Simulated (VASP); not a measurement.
Runs of VASP 6.6.1 on BaS. The structure is that of space group P-6m2 (No. 187), or close to it. The cells are those of the table. 

```csv
task,level,potentials or basis,cell,k mesh,cutoff (eV),smearing,grid for exact exchange (PRECFOCK),screening parameter,gap on the mesh (eV),pressure (GPa),relaxed volume (Å³/atom)
single point,LDA,"VASP PAW LDA potentials, release 64 (Ba_sv, S)","a = 4.366, b = 4.366, c = 3.978 Å, angles 90.0, 90.0, 120.0°, 2 atoms",6 × 6 × 8,520,gaussian 0.02 eV,-,-,(c),-2.6,-
single point,HSE06,"VASP PAW PBE potentials, release 64 (Ba_sv, S)","a = 4.366, b = 4.366, c = 3.978 Å, angles 90.0, 90.0, 120.0°, 2 atoms",6 × 6 × 4,520,gaussian 0.02 eV,Normal,0.2079 1/Å,2.91,(d),-
single point,r2SCAN,"VASP PAW PBE potentials, release 64 (Ba_sv, S)","a = 4.366, b = 4.366, c = 3.978 Å, angles 90.0, 90.0, 120.0°, 2 atoms",6 × 6 × 8,520,gaussian 0.02 eV,-,-,(a),0.5,-
single point,PBE,"VASP PAW PBE potentials, release 64 (Ba_sv, S)","a = 5.167, b = 5.167, c = 3.410 Å, angles 90.0, 90.0, 120.0°, 2 atoms",6 × 6 × 6,520,gaussian 0.1 eV,-,-,0.06,-3.2,-
single point,PBE,"VASP PAW PBE potentials, release 64 (Ba_sv, S)","a = 4.366, b = 4.366, c = 3.978 Å, angles 90.0, 90.0, 120.0°, 2 atoms",6 × 6 × 8,520,gaussian 0.02 eV,-,-,1.97,0.6,-
relaxation of cell and atoms,PBE,"VASP PAW PBE potentials, release 64 (Ba_sv, S)","relaxed from a = 5.167, b = 5.167, c = 3.410 Å, angles 90.0, 90.0, 120.0°, 2 atoms",6 × 6 × 6,600,gaussian 0.1 eV,-,-,1.99,0.0,33.32
relaxation of cell and atoms,PBE,"VASP PAW PBE potentials, release 64 (Ba_sv, S)","relaxed from a = 4.368, b = 4.368, c = 3.966 Å, angles 90.0, 90.0, 120.0°, 2 atoms",6 × 6 × 8,600,gaussian 0.02 eV,-,-,1.99,0.0,33.34
single point,PBE,"VASP PAW PBE potentials, release 64 (Ba_sv, S)","a = 4.368, b = 4.368, c = 3.966 Å, angles 90.0, 90.0, 120.0°, 2 atoms",6 × 6 × 6,520,gaussian 0.1 eV,-,-,(b),0.7,-
```

Alike in all rows: no spin polarisation.

Q: Estimate the missing entries.

A: (a) 2.34; (b) 1.96; (c) 1.75; (d) 0.1.

Caveats: spin-orbit coupling is left out, which moves the levels of the heavy elements; the PAW data sets were made with another functional, which shifts forces and pressure a little (some runs); the volume moved by over 15 % at a fixed basis, so the end points are rough (some runs).

A k mesh can miss the band edges, and the runs leave out spin-orbit coupling on Ba.
